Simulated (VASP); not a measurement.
## C: single point with r2SCAN

Crystal: C.

```
C
1.0
     0.00000    1.74452    1.74452
     1.74452    0.00000    1.74452
     1.74452    1.74452    0.00000
C
2
Direct
  0.00000 0.00000 0.00000
  0.25000 0.25000 0.25000
```

This cell differs from its parent crystal: strain -2.0%.

* Program: VASP 6.6.1
* Task: single point
* Functional: r2SCAN
* Potentials or basis: VASP PAW PBE potentials, release 64 (C)
* Cutoff: 520 eV
* k mesh: 12 × 12 × 12
* Occupations: gaussian, width 0.01 eV
* Spin: no spin polarisation

```yaml
Pressure: 31.9 GPa
Band_gap_on_the_k_mesh: 4.50 eV, indirect (least direct gap 6.02 eV)
```

Levels at points of the mesh, in eV from the valence-band top:
```csv
k point,band 1,band 2,band 3,band 4,band 5,band 6,band 7,band 8,band 9
"(0.00, 0.00, 0.00)",-23.63,0.00,0.00,0.00,6.02,6.02,6.02,15.44,21.33
"(0.50, 0.00, 0.00)",-17.29,-14.82,-3.16,-3.16,9.15,9.15,10.08,17.34,24.26
"(0.50, 0.50, 0.00)",-14.08,-14.08,-7.09,-7.09,5.14,5.14,18.95,18.95,25.96
```

Run time: 42 s on 1 thread of AMD EPYC 7R43 64-Core Processor (Zen 3), with other jobs on the host, peak memory 0.08 GiB.

Caveat: the cell differs from its parent crystal (strain -2.0%); the PAW data sets were made with another functional, which shifts forces and pressure a little. A k mesh can miss the band edges.
